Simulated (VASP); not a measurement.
Here is a VASP 6.6.1 calculation.

The input INCAR:

```
PREC = Accurate ; ENCUT = 600
EDIFF = 1E-7 ; ISMEAR = 0
SIGMA = 0.1 ; LREAL = F
LASPH = T ; NELM = 60
ALGO = Normal ; ISIF = 3
LWAVE = F ; LCHARG = F
GGA = PE ; IBRION = 2
NSW = 90 ; EDIFFG = -0.04
```

KPOINTS

```
regular mesh
0
Gamma
  6 6 4
```

File POSCAR:

```
ScB4
1.0
    3.3662634100      0.0000000000      0.0000000000
    0.0000000000      3.3662634100      0.0000000000
    0.0000000000      0.0000000000      4.1476541300
Sc B
1 4
Direct
    0.0000000000      0.0000000000      0.5000000000
    0.5000000000      0.0000000000      0.0000000000
    0.0000000000      0.5000000000      0.0000000000
    0.5000000000      0.5000000000      0.0000000000
    0.5000000000      0.5000000000      0.5000000000
```

Potentials or basis: VASP PAW PBE potentials, release 64 (Sc_sv, B).

Launch:

```console
$ cat potpaw_PBE.64/Sc_sv/POTCAR potpaw_PBE.64/B/POTCAR > POTCAR
$ mpirun -np 1 vasp_std > vasp.out
```

Question: Estimate the space group after relaxing (to 0.05 Å).

Answer: P4/mmm (No. 123).

Question: Predict the relaxed volume.

Answer: 9.78 Å³/atom.

Question: What does it give for the relaxed cell?

Answer: a = 3.336 Å, b = 3.336 Å, c = 4.395 Å, α = 90.00°, β = 90.00°, γ = 90.00°.

Step by step:
```csv
step,energy change (eV),largest force (eV/Å),pressure (GPa),volume (Å³)
1,0.0000,0.0000,2.91,47.00
2,-0.0361,0.0000,-0.04,48.16
3,-0.0478,0.0000,-3.04,49.58
4,-0.0638,0.0000,-1.07,49.31
5,-0.0638,0.0000,-1.01,49.30
6,-0.0653,0.0000,-0.10,48.90
```

Caveat: the k points lie up to 0.36 Å⁻¹ apart in the final cell.
